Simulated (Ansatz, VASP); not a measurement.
Two plane-wave programs on ZnS

```
Zn S
1.0
     3.94637    0.00000    0.00000
    -1.97319    3.41766    0.00000
     0.00000    0.00000    5.88005
Zn S
2 2
Direct
  0.33333 0.66667 0.25000
  0.66667 0.33333 0.75000
  0.66667 0.33333 0.25000
  0.33333 0.66667 0.75000
```

Alike in both runs: task single point; functional r2SCAN; k mesh 6 × 6 × 2; no spin polarisation.

```csv
,VASP,Ansatz
version,VASP 6.6.1,Ansatz 0.2.0
potentials or method,"VASP PAW PBE potentials, release 64 (Zn, S)","plane waves, PAW"
plane-wave cutoff (eV),520,500
occupations,"gaussian, width 0.01 eV",fixed
valence electrons in the cell,36,36
```

```tsv
	VASP	Ansatz	Ansatz less VASP
gap on the k mesh at the Fermi level (eV)	1.95	1.95	0.000
```

VASP's potentials were made for PBE, not for r2SCAN.

The k mesh is coarse, so the values compare programs but aren't converged.
